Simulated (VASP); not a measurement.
Wanted: the native input for a VASP 6.6.1 run.

* Task: electric field gradients
* Functional: PBEsol
* Potentials or basis: VASP PAW PBE potentials, release 64 (Ga_d)
* Cutoff: 520 eV
* k mesh: 16 × 16 × 16
* Occupations: fermi-dirac, width 0.03 eV
* Spin: no spin polarisation
* Dipole correction: no
* Further INCAR settings: ALGO = Normal; EDIFF = 1e-08; NBANDS = 12

The structure of Ga lies in POSCAR:

```
Ga
1.0
   -1.3759200000      1.3759200000      2.2290000000
    1.3759200000     -1.3759200000      2.2290000000
    1.3759200000      1.3759200000     -2.2290000000
Ga
1
Direct
    0.0000000000      0.0000000000      0.0000000000
```

This cell differs from its parent crystal: equal xx and yy strain of -2 %.

These files were run (other wordings do the same):

INCAR

```
ALGO = Normal
EDIFF = 1E-8
ENCUT = 520
GGA = PS
ISIF = 2
ISMEAR = -1
LASPH = T
LCHARG = F
LEFG = T
LREAL = F
LWAVE = F
NBANDS = 12
NELM = 60
PREC = Accurate
SIGMA = 0.03
```

KPOINTS

```
k-points
0
Gamma
  16 16 16
```

Potentials or basis: VASP PAW PBE potentials, release 64 (Ga_d).

Command:

```console
$ cat potpaw_PBE.64/Ga_d/POTCAR > POTCAR
$ mpirun -np 1 vasp_std > vasp.out
```

It gave:

* Pressure: 3.5 GPa

Caveat: the cell differs from its parent crystal (equal xx and yy strain of -2 %); without QUAD_EFG the Cq values of the log hold for a quadrupole moment of 1 mb, not for the nuclei; the PAW data sets were made with another functional, which shifts forces and pressure a little.

Wall time 97 s on 1 thread of AMD EPYC 7R13, on a shared host, peak memory 0.16 GiB.
